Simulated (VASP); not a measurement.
# Si2Ni (I4/mmm) in VASP: further runs

Runs on Si2Ni. Level: PBE. Tasks: single point.

Program: VASP 6.6.1. These are calculated values, not measurements. Logs are shortened: lines on timing, memory, paths and dates and some standing lists are left out, and cuts for length are marked.

## Step 1: The cell of the first run

The structure is tetragonal, space group I4/mmm (No. 139). The conventional cell has a = 3.624 Å, b = 3.624 Å, c = 6.151 Å, α = 90.00°, β = 90.00°, γ = 90.00°. Within 3.1 Å of Si (site symmetry -4m2) lie 4 Ni at 2.38 Å and 6 Si at 2.56 to 3.08 Å. Within 3.1 Å of Ni (site symmetry 4/mmm) lie 8 Si at 2.38 Å.

## Step 2: Single point, PBE

The input, INCAR:

```
SYSTEM = Si2Ni
PREC = Accurate
ENCUT = 520
EDIFF = 1E-7
ISMEAR = 0
SIGMA = 0.15
LREAL = .False.
LASPH = .True.
NELM = 100
ALGO = Normal
ISIF = 2
LWAVE = .False.
LCHARG = .False.
GGA = PE
NBANDS = 16
```

The input, KPOINTS:

```
Automatic mesh
0
Gamma
  16 16 16
  0 0 0
```

The input, POSCAR:

```
Si2Ni
1.0
    0.0000000000      2.5628296608      3.0753955930
    2.5628296608      0.0000000000      3.0753955930
    2.5628296608      2.5628296608      0.0000000000
Si Ni
2 1
Direct
    0.2500000000      0.2500000000      0.2500000000
    0.7500000000      0.7500000000      0.7500000000
    0.0000000000      0.0000000000      0.0000000000
```

Potentials or basis: VASP PAW PBE potentials, release 64 (Si, Ni).

Launch:

```sh
$ cat potpaw_PBE.64/Si/POTCAR potpaw_PBE.64/Ni/POTCAR > POTCAR
$ mpirun -np 1 vasp_std > vasp.out
```

OUTCAR:

```text
SYSTEM = Si2Ni
   PREC = Accurate
   ENCUT = 520
   EDIFF = 1E-7
   ISMEAR = 0
   LREAL = .False.
   LASPH = .True.
   NELM = 100
   ISIF = 2
   GGA = PE

 ion  position               nearest neighbor table
   1  0.250  0.250  0.250-   3 2.38   3 2.38   3 2.38   3 2.38   2 2.56   2 2.56   2 2.56   2 2.56
                             2 3.08   2 3.08
   2  0.750  0.750  0.750-   3 2.38   3 2.38   3 2.38   3 2.38   1 2.56   1 2.56   1 2.56   1 2.56
                             1 3.08   1 3.08
   3  0.000  0.000  0.000-   2 2.38   1 2.38   2 2.38   1 2.38   2 2.38   2 2.38   1 2.38   1 2.38

  LATTYP: Found a body centered tetragonal cell.
 ALAT       =     3.6243884644
 C/A-ratio  =     1.6970562749

  Lattice vectors:

 A1 = (  -2.5628296608,   0.0000000000,   3.0753955930)
 A2 = (   2.5628296608,   0.0000000000,   3.0753955930)
 A3 = (   0.0000000000,   2.5628296608,  -3.0753955930)

Analysis of symmetry for initial positions (statically):
=====================================================================
 Subroutine PRICEL returns:
 Original cell was already a primitive cell.

 Routine SETGRP: Setting up the symmetry group for a
 body centered tetragonal supercell.

 Subroutine GETGRP returns: Found 16 space group operations
 (whereof 16 operations were pure point group operations)
 out of a pool of 16 trial point group operations.

The static configuration has the point symmetry D_4h.

Analysis of symmetry for dynamics (positions and initial velocities):
=====================================================================
 Subroutine PRICEL returns:
 Original cell was already a primitive cell.

 Routine SETGRP: Setting up the symmetry group for a
 body centered tetragonal supercell.

 Subroutine GETGRP returns: Found 16 space group operations
 (whereof 16 operations were pure point group operations)
 out of a pool of 16 trial point group operations.

The dynamic configuration has the point symmetry D_4h.

 Subroutine INISYM returns: Found 16 space group operations
 (whereof 16 operations are pure point group operations),
 and found     1 'primitive' translations

----------------------------------------------------------------------------------------

                                     Primitive cell

  volume of cell :      40.3990

  direct lattice vectors                    reciprocal lattice vectors
     0.000000000  2.562829661  3.075395593    -0.195096852  0.195096852  0.162580710
     2.562829661  0.000000000  3.075395593     0.195096852 -0.195096852  0.162580710
     2.562829661  2.562829661  0.000000000     0.195096852  0.195096852 -0.162580710

  length of vectors
     4.003267906  4.003267906  3.624388464     0.320246859  0.320246859  0.320246859

  position of ions in fractional coordinates (direct lattice)
     0.250000000  0.250000000  0.250000000
     0.750000000  0.750000000  0.750000000
     0.000000000  0.000000000  0.000000000

  ion indices of the primitive-cell ions
   primitive index   ion index
                 1           1
                 2           2
                 3           3

----------------------------------------------------------------------------------------

 KPOINTS: Automatic mesh

Automatic generation of k-mesh.
 Grid dimensions read from file:
 generate k-points for:   16   16   16

 Generating k-lattice:

  Cartesian coordinates                     Fractional coordinates (reciprocal lattice)
    -0.012193553  0.012193553  0.010161294     0.062500000  0.000000000  0.000000000
     0.012193553 -0.012193553  0.010161294     0.000000000  0.062500000  0.000000000
     0.012193553  0.012193553 -0.010161294     0.000000000  0.000000000  0.062500000

  Length of vectors
     0.020015429  0.020015429  0.020015429

  Shift w.r.t. Gamma in fractional coordinates (k-lattice)
     0.000000000  0.000000000  0.000000000

 Subroutine IBZKPT returns following result:
 ===========================================

 Found    349 irreducible k-points:

 Following reciprocal coordinates:
            Coordinates               Weight
  0.000000  0.000000  0.000000      1.000000
  0.062500  0.000000  0.000000      8.000000
  0.125000  0.000000  0.000000      8.000000
  0.187500  0.000000  0.000000      8.000000
  0.250000  0.000000  0.000000      8.000000
  0.312500  0.000000  0.000000      8.000000
[... 16 lines left out ...]
 -0.125000  0.062500  0.000000      8.000000
 -0.062500  0.062500  0.000000      4.000000
 [... further k-points ...]
   k-points           NKPTS =    349   k-points in BZ     NKDIM =    349   number of bands    NBANDS=     16
   number of dos      NEDOS =    301   number of ions     NIONS =      3
   total plane-waves  NPLWV =  25200
   dimension x,y,z NGX =    30 NGY =   30 NGZ =   28
   dimension x,y,z NGXF=    60 NGYF=   60 NGZF=   56
   ions per type =               2   1
   NGX,Y,Z   is equivalent  to a cutoff of  12.46, 12.46, 12.84 a.u.
   NGXF,Y,Z  is equivalent  to a cutoff of  24.92, 24.92, 25.69 a.u.
 SYSTEM =  Si2Ni
   PREC   = accura    normal or accurate (medium, high low for compatibility)
   ISTART =      0    job   : 0-new  1-cont  2-samecut
   ICHARG =      2    charge: 1-file 2-atom 10-const
   ISPIN  =      1    spin polarized calculation?
   LNONCOLLINEAR =      F non collinear calculations
   LSORBIT =      F    spin-orbit coupling
   LASPH  =      T    aspherical Exc in radial PAW
   ENCUT  =  520.0 eV  38.22 Ry    6.18 a.u.   7.44  7.44  6.74*2*pi/ulx,y,z
   NELM   =    100;   NELMIN=  2; NELMDL= -5     # of ELM steps
   EDIFF  = 0.1E-06   stopping-criterion for ELM
   LREAL  =      F    real-space projection
   EDIFFG = 0.1E-05   stopping-criterion for IOM
   NSW    =      0    number of steps for IOM
   IBRION =     -1    ionic relax: 0-MD 1-quasi-New 2-CG
   NFREE  =      0    steps in history (QN), initial steepest desc. (CG)
   ISIF   =      2    stress and relaxation
   ISYM   =      2    0-nonsym 1-usesym 2-fastsym
   POTIM  = 0.5000    time-step for ionic-motion
   TEBEG  =    0.0;   TEEND  =   0.0 temperature during run
   PSTRESS=    0.0 pullay stress
   NELECT =      18.0000    total number of electrons
   NUPDOWN=      -1.0000    fix difference up-down
   EMIN   =  10.00;   EMAX   =-10.00  energy-range for DOS
   EFERMI =   0.00;   METHOD = LEGACY
   ISMEAR =     0;   SIGMA  =   0.15  broadening in eV -4-tet -1-fermi 0-gaus
   EFERMI_NEDOS =   21; number of points for ismear=-14 and -15
   IALGO  =     38    algorithm
   IMIX   =      4    mixing-type and parameters
     AMIX     =   0.40;   BMIX     =  1.00
     AMIX_MAG =   1.60;   BMIX_MAG =  1.00
  volume/ion in A,a.u.               =      13.47        90.88
  Fermi-wavevector in a.u.,A,eV,Ry     =   1.250380  2.362876 21.272046  1.563451
  Thomas-Fermi vector in A             =   2.384377
   LORBIT       =      0    0 simple, 1 ext, 2 COOP (PROOUT), +10 PAW based schemes
   GGA     = PE    functional components
   LHFCALC =     F    Hartree Fock is set to
   AEXX    =    0.0000 exact exchange contribution
   IVDW    =     0    specifies the selected vdW correction
   LEPSILON=     F    determine dielectric tensor
   LRPA    =     F    only Hartree local field effects (RPA)
 non-spin polarized calculation
 Gauss-broadening in eV      SIGMA  =   0.15
  energy-cutoff  :      520.00
  volume of cell :       40.40
 maximum number of plane-waves:      1103
 NGX is ok and might be reduce to    30

 number of electron      18.0000000 magnetization

 Free energy of the ion-electron system (eV)
  ---------------------------------------------------
  ext. energy  EPLUGINS =         0.00000000
  ---------------------------------------------------
  free energy    TOTEN  =       -17.20281713 eV

  energy without entropy =      -17.19247597  energy(sigma->0) =      -17.19764655

 E-fermi :   9.9376     XC(G=0): -11.4889

 val. band max:        9.9356525227   @ k =   0.5000   0.0625   0.3125
 cond. band min:       9.9429268608   @ k =   0.0625   0.0625   0.0000
 fundamental gap:      0.0072743380
 Fermi energy:         9.9376340528

 k-point     1 :       0.0000    0.0000    0.0000
  band No.  band energies     occupation
      1      -3.6600      2.00000
      2       5.0042      2.00000
      3       5.0042      2.00000
      4       5.5576      2.00000
      5       6.4909      2.00000
      6       7.0705      2.00000
[... 8 lines left out ...]
     15      15.0605      0.00000
     16      16.8689      0.00000

 k-point     2 :       0.0625    0.0000    0.0000
  band No.  band energies     occupation
      1      -3.6029      2.00000
      2       4.8904      2.00000
      3       5.0291      2.00000
      4       5.5478      2.00000
      5       6.4811      2.00000
      6       7.0581      2.00000
[... 8 lines left out ...]
     15      15.1970      0.00000
     16      16.1287      0.00000

 k-point     3 :       0.1250    0.0000    0.0000
  band No.  band energies     occupation
      1      -3.4318      2.00000
      2       4.5392      2.00000
      3       5.1016      2.00000
      4       5.5440      2.00000
      5       6.4605      2.00000
      6       7.0244      2.00000
[... 8 lines left out ...]
     15      15.3138      0.00000
     16      15.4444      0.00000

 k-point     4 :       0.1875    0.0000    0.0000
  band No.  band energies     occupation
      1      -3.1485      2.00000
      2       3.9750      2.00000
      3       5.2149      2.00000
      4       5.5513      2.00000
      5       6.4533      2.00000
      6       6.9795      2.00000
[... 8 lines left out ...]
     15      15.3522      0.00000
     16      15.7832      0.00000
[... 324 lines left out ...]
 k-point    22 :      -0.1875    0.0625    0.0000
  band No.  band energies     occupation
      1      -2.9177      2.00000
      2       3.4426      2.00000
      3       5.3167      2.00000
      4       5.5348      2.00000
      5       6.5848      2.00000
      6       6.8918      2.00000
[... 8 lines left out ...]
     15      15.8910      0.00000
     16      16.2223      0.00000

 k-point    23 :      -0.1250    0.0625    0.0000
  band No.  band energies     occupation
      1      -3.2582      2.00000
      2       4.0776      2.00000
      3       5.1821      2.00000
      4       5.5607      2.00000
      5       6.5480      2.00000
      6       6.9549      2.00000
[... 8 lines left out ...]
     15      14.9094      0.00000
     16      15.4023      0.00000

 k-point    24 :      -0.0625    0.0625    0.0000
  band No.  band energies     occupation
      1      -3.4872      2.00000
      2       4.5688      2.00000
      3       5.0831      2.00000
      4       5.5667      2.00000
      5       6.5203      2.00000
      6       7.0146      2.00000
[... 8 lines left out ...]
     15      14.9677      0.00000
     16      15.2640      0.00000

 [... further k-points ...]

------------------------ aborting loop because EDIFF is reached ----------------------------------------

  FORCE on cell =-STRESS in cart. coord.  units (eV):
  Direction    XX          YY          ZZ          XY          YZ          ZX
  --------------------------------------------------------------------------------------
  -------------------------------------------------------------------------------------
  Total        1.2781669      1.2781669     -1.7914371      0.0000000     -0.0000000     -0.0000000
  in kB       50.6906292     50.6906292    -71.0463331      0.0000000     -0.0000000     -0.0000000
  external PRESSURE =      10.1116418 kB  Pullay stress =       0.0000000 kB

 VOLUME and BASIS-vectors are now :
 -----------------------------------------------------------------------------
  energy-cutoff  :      520.00
  volume of cell :       40.40
      direct lattice vectors                 reciprocal lattice vectors
     0.000000000  2.562829661  3.075395593    -0.195096852  0.195096852  0.162580710
     2.562829661  0.000000000  3.075395593     0.195096852 -0.195096852  0.162580710
     2.562829661  2.562829661  0.000000000     0.195096852  0.195096852 -0.162580710

 POSITION                                       TOTAL-FORCE (eV/Angst)
 -----------------------------------------------------------------------------------
      1.28141      1.28141      1.53770         0.000000      0.000000      0.000000
      3.84424      3.84424      4.61309        -0.000000     -0.000000     -0.000000
      0.00000      0.00000      0.00000        -0.000000      0.000000      0.000000
 -----------------------------------------------------------------------------------
    total drift:                                0.000000     -0.000000     -0.000000

  FREE ENERGIE OF THE ION-ELECTRON SYSTEM (eV)
  ---------------------------------------------------
  free  energy   TOTEN  =       -17.2028171269 eV

  energy  without entropy=      -17.1924759721  energy(sigma->0) =      -17.19764655
```

Run time: 2.7 min. Hardware: 1 thread of Intel Xeon Platinum 8488C (Sapphire Rapids), shared host; peak memory 0.33 GiB.

Results:

* Free energy: -17.2028 eV
* Pressure: 1.0 GPa
* Band gap on the k mesh: zero (band 9 reaches 11.25 eV, above the bottom of band 10 at 9.30 eV)

Stress tensor (GPa, compression positive):
```
 5.07  0.00  0.00
 0.00  5.07  0.00
 0.00  0.00 -7.10
```

Levels at points of the mesh, in eV from the Fermi level:
```tsv
k point	band 7	band 8	band 9	band 10	band 11	band 12
(0.00, 0.00, 0.00)	-0.04	0.24	1.11	1.11	2.49	3.24
(0.50, 0.00, 0.00)	-2.72	-2.10	-0.57	0.91	2.06	2.45
(0.50, 0.50, 0.00)	-3.33	-3.33	-2.66	0.55	2.15	7.57
(0.50, 0.00, 0.50)	-3.19	-2.85	-2.49	-0.64	1.39	5.87
```

 Spin polarisation is off, so any magnetic state and its effect on volume and gap are missing.

## Step 3: Single point, PBE

This run uses another cell than the first one, of the same volume but with other edges.

The input, INCAR:

```
ALGO = Normal
EDIFF = 1E-6
ENCUT = 520
GGA = PE
ISIF = 2
ISMEAR = 0
LASPH = T
LCHARG = F
LREAL = F
LWAVE = F
NBANDS = 16
NELM = 80
PREC = Accurate
SIGMA = 0.15
```

The input, KPOINTS:

```
k-points
0
Gamma
  16 16 16
```

The input, POSCAR:

```
Si2Ni
1.0
    0.0000000000      2.9585707283      2.3076851681
    2.9585707283      0.0000000000      2.3076851681
    2.9585707283      2.9585707283      0.0000000000
Si Ni
2 1
Direct
    0.2500000000      0.2500000000      0.2500000000
    0.7500000000      0.7500000000      0.7500000000
    0.0000000000      0.0000000000      0.0000000000
```

Potentials or basis: VASP PAW PBE potentials, release 64 (Si, Ni).

Launch:

```sh
$ cat potpaw_PBE.64/Si/POTCAR potpaw_PBE.64/Ni/POTCAR > POTCAR
$ mpirun -np 1 vasp_std > vasp.out
```

It took 2.3 min on 1 thread of Intel Xeon Platinum 8488C (Sapphire Rapids), shared host; peak memory 0.33 GiB.

The run converged. Its results:

```yaml
Free_energy: -16.9105 eV
Pressure: 3.0 GPa
Band_gap_on_the_k_mesh: zero (band 9 reaches 11.03 eV, above the bottom of band 10 at 8.71 eV)
```

Stress tensor (GPa, compression positive):
```
-7.53  0.00  0.00
 0.00 -7.53  0.00
 0.00  0.00 24.20
```

Levels at points of the mesh, in eV from the Fermi level:
```csv
k point,band 6,band 7,band 8,band 9,band 10,band 11,band 12,band 13
"(0.00, 0.00, 0.00)",-2.62,0.10,0.40,1.34,1.34,3.23,3.23,3.30
"(0.50, 0.00, 0.00)",-2.61,-2.52,-1.86,-1.12,0.81,1.69,3.74,4.88
"(0.50, 0.50, 0.00)",-2.85,-2.85,-2.55,-2.46,-0.98,0.79,8.17,8.17
"(0.50, 0.00, 0.50)",-3.11,-2.70,-2.36,-1.93,0.59,2.53,5.23,6.51
```

 Spin polarisation is off, so any magnetic state and its effect on volume and gap are missing.

## Step 4: Single point, PBE

This run uses another cell than the first one, of the same volume but with other edges.

The input, INCAR:

```
SYSTEM = Si2Ni
  PREC = Accurate
  ENCUT = 520
  EDIFF = 1E-7
  ISMEAR = 0
  SIGMA = 0.15
  LREAL = .False.
  LASPH = .True.
  NELM = 60
  ALGO = Normal
  ISIF = 2
  LWAVE = .False.
  LCHARG = .False.
  GGA = PE
  NBANDS = 16
```

The input, KPOINTS:

```
Automatic mesh
0
Gamma
  16 16 16
  0 0 0
```

The input, POSCAR:

```
Si2Ni
1.0
    0.0000000000      2.4953551949      3.2439617533
    2.4953551949      0.0000000000      3.2439617533
    2.4953551949      2.4953551949      0.0000000000
Si Ni
2 1
Direct
    0.2500000000      0.2500000000      0.2500000000
    0.7500000000      0.7500000000      0.7500000000
    0.0000000000      0.0000000000      0.0000000000
```

Launch:

```sh
$ cat potpaw_PBE.64/Si/POTCAR potpaw_PBE.64/Ni/POTCAR > POTCAR
$ mpirun -np 1 vasp_std > vasp.out
```

It took 2.6 min on 1 thread of Intel Xeon Platinum 8488C (Sapphire Rapids), shared host; peak memory 0.33 GiB.

Results (log left out):

```
Free energy            : -16.9950 eV
Pressure               : 2.6 GPa
Band gap on the k mesh : zero (band 9 reaches 11.28 eV, above the bottom of band 10 at 9.15 eV)
```

Stress tensor (GPa, compression positive):
```
  8.87   0.00   0.00
  0.00   8.87   0.00
  0.00   0.00 -10.01
```

Levels at points of the mesh, in eV from the Fermi level:
```
           k point  band 7  band 8  band 9  band 10  band 11  band 12
(0.00, 0.00, 0.00)   -0.93    0.33    0.90     0.90     2.17     3.71
(0.50, 0.00, 0.00)   -2.40   -2.39   -0.20     0.53     2.12     2.92
(0.50, 0.50, 0.00)   -3.19   -3.19   -2.42     1.05     2.35     7.11
(0.50, 0.00, 0.50)   -3.13   -2.51   -2.14    -0.69     1.42     5.24
```

 Spin polarisation is off, so any magnetic state and its effect on volume and gap are missing.

## Step 5: Single point, PBE

This run uses another cell than the first one, of the same volume but with other edges.

The input, INCAR:

```
SYSTEM = Si2Ni
  PREC = Accurate
  ENCUT = 520
  EDIFF = 1E-7
  ISMEAR = 0
  SIGMA = 0.15
  LREAL = .False.
  LASPH = .True.
  NELM = 80
  ALGO = Normal
  ISIF = 2
  LWAVE = .False.
  LCHARG = .True.
  GGA = PE
  LELF = .True.
  LVHAR = .True.
  NBANDS = 16
```

KPOINTS is that of step 4.

The input, POSCAR:

```
Si2Ni
1.0
    0.0000000000      2.8001688144      2.5761553092
    2.8001688144      0.0000000000      2.5761553092
    2.8001688144      2.8001688144      0.0000000000
Si Ni
2 1
Direct
    0.2500000000      0.2500000000      0.2500000000
    0.7500000000      0.7500000000      0.7500000000
    0.0000000000      0.0000000000      0.0000000000
```

Launch:

```sh
$ cat potpaw_PBE.64/Si/POTCAR potpaw_PBE.64/Ni/POTCAR > POTCAR
$ mpirun -np 1 vasp_std > vasp.out
```

Run time: 2.2 min. Hardware: 1 thread of Intel Xeon Platinum 8488C (Sapphire Rapids), shared host; peak memory 0.33 GiB.

It converged, with:

```
Free energy            : -17.3428 eV
Pressure               : -0.1 GPa
Band gap on the k mesh : zero (band 9 reaches 12.11 eV, above the bottom of band 10 at 9.33 eV)
```

Stress tensor (GPa, compression positive):
```
-1.68  0.00  0.00
 0.00 -1.68  0.00
 0.00  0.00  3.07
```

Levels at points of the mesh, in eV from the Fermi level:
```
           k point  band 5  band 6  band 7  band 8  band 9  band 10  band 11  band 12  band 13  band 14
(0.00, 0.00, 0.00)   -3.42   -3.20   -0.35    1.05    2.06     2.06     2.09     2.09     2.96     3.93
(0.50, 0.00, 0.00)   -3.54   -3.11   -3.10   -1.62   -1.14     1.56     1.73     2.01     2.98     8.62
(0.50, 0.50, 0.00)   -4.67   -3.37   -3.37   -3.09   -2.94    -0.72     1.20     7.98     7.99     7.99
(0.50, 0.00, 0.50)   -3.71   -3.58   -3.35   -3.29   -2.87    -0.20     1.71     7.06     7.55     9.06
```

 Spin polarisation is off, so any magnetic state and its effect on volume and gap are missing.

[end of part 1 of 2]
